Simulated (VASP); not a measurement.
**RbBr: single point with r2SCAN**

The system is RbBr.

```
Rb Br
1.0
     0.00000    3.46083    3.46083
     3.46083    0.00000    3.46083
     3.46083    3.46083    0.00000
Rb Br
1 1
Direct
  0.00000 0.00000 0.00000
  0.50000 0.50000 0.50000
```

```yaml
Program: VASP 6.6.1
Task: single point
Functional: r2SCAN
Potentials_or_basis: VASP PAW PBE potentials, release 64 (Rb_sv, Br)
Cutoff: 520 eV
k_mesh: 4 × 4 × 4
Occupations: gaussian, width 0.01 eV
Spin: no spin polarisation
```

The pressure is 0.0 GPa and the band gap on the k mesh is 4.89 eV, direct.

Levels at points of the mesh, in eV from the valence-band top:
| k point | band 4 | band 5 | band 6 | band 7 | band 8 | band 9 | band 10 | band 11 | band 12 | band 13 |
| --- | --- | --- | --- | --- | --- | --- | --- | --- | --- | --- |
| (0.00, 0.00, 0.00) | -8.75 | -8.75 | 0.00 | 0.00 | 0.00 | 4.89 | 7.87 | 7.87 | 7.87 | 8.92 |
| (0.50, 0.00, 0.00) | -8.75 | -8.70 | -0.92 | -0.32 | -0.32 | 7.22 | 8.17 | 10.14 | 10.14 | 10.76 |
| (0.50, 0.50, 0.00) | -8.81 | -8.81 | -0.47 | -0.16 | -0.16 | 6.09 | 7.84 | 9.57 | 10.00 | 10.23 |

Run time: 43 s on 1 thread of AMD EPYC 9R14 (Zen 4), on a shared host, peak memory 0.18 GiB.

Caveat: the PAW data sets were made with another functional, which shifts forces and pressure a little. r2SCAN opens gaps a little over a GGA but as a rule still falls short of measured ones.
